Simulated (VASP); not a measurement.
Write the native input for VASP 6.6.1 that does the following.

```yaml
Task: single point
Functional: r2SCAN
Potentials_or_basis: VASP PAW PBE potentials, release 64 (In_d, P)
Cutoff: 520 eV
k_mesh: 8 × 8 × 8
Occupations: fermi-dirac, width 0.02 eV
Spin: non-collinear spin, zero start, spin-orbit coupling
Starting_moments: "[[0.0, 0.0, 0.0], [0.0, 0.0, 0.0]] μB"
Dipole_correction: no
Further_INCAR_settings: ALGO = Normal; EDIFF = 1e-07; NBANDS = 30
```

Crystal: InP.

```
CELL_PARAMETERS angstrom
0.00000 2.95379 2.95379
2.95379 0.00000 2.95379
2.95379 2.95379 0.00000
ATOMIC_POSITIONS crystal
In 0.00000 0.00000 0.00000
P 0.25000 0.25000 0.25000
```

These files were run (other wordings do the same):

POSCAR

```
InP
1.0
    0.0000000000      2.9537876348      2.9537876348
    2.9537876348      0.0000000000      2.9537876348
    2.9537876348      2.9537876348      0.0000000000
In P
1 1
Direct
    0.0000000000      0.0000000000      0.0000000000
    0.2500000000      0.2500000000      0.2500000000
```

INCAR.step1

```
SYSTEM = InP
  PREC = Accurate
  ENCUT = 520
  ISMEAR = -1
  SIGMA = 0.02
  LREAL = .False.
  LASPH = .True.
  NELM = 150
  MAGMOM = 0 0 0 0 0 0
  LSORBIT = .True.
  GGA_COMPAT = .False.
  NBANDS = 30
  GGA = PE
  ALGO = Normal
  EDIFF = 1E-4
  LWAVE = .True.
  LCHARG = .False.
```

INCAR.step2

```
SYSTEM = InP
  PREC = Accurate
  ENCUT = 520
  EDIFF = 1E-7
  ISMEAR = -1
  SIGMA = 0.02
  LREAL = .False.
  LASPH = .True.
  NELM = 150
  ALGO = Normal
  ISIF = 2
  LWAVE = .False.
  LCHARG = .False.
  MAGMOM = 0 0 0 0 0 0
  LORBIT = 11
  LSORBIT = .True.
  GGA_COMPAT = .False.
  LORBMOM = .True.
  METAGGA = R2SCAN
  LMIXTAU = .True.
  NBANDS = 30
  ISTART = 1
```

KPOINTS

```
regular mesh
0
Gamma
  8 8 8
  0 0 0
```

Potentials or basis: VASP PAW PBE potentials, release 64 (In_d, P).

Launch:

```sh
$ cat potpaw_PBE.64/In_d/POTCAR potpaw_PBE.64/P/POTCAR > POTCAR
$ cp INCAR.step1 INCAR
$ mpirun -np 1 vasp_ncl > vasp.out
$ cp INCAR.step2 INCAR
$ mpirun -np 1 vasp_ncl > vasp.out
```

It gave:

| Property | Result |
| --- | --- |
| Pressure | -0.2 GPa |
| Net moment | 0.00 μB per cell |
| Valence electrons inside the program's atomic spheres | In 11.50; P 2.52 |

Caveat: the PAW data sets were made with another functional, which shifts forces and pressure a little.

It took 23 min on 1 thread of Intel Xeon 8259CL, with other jobs on the host, peak memory 0.43 GiB.
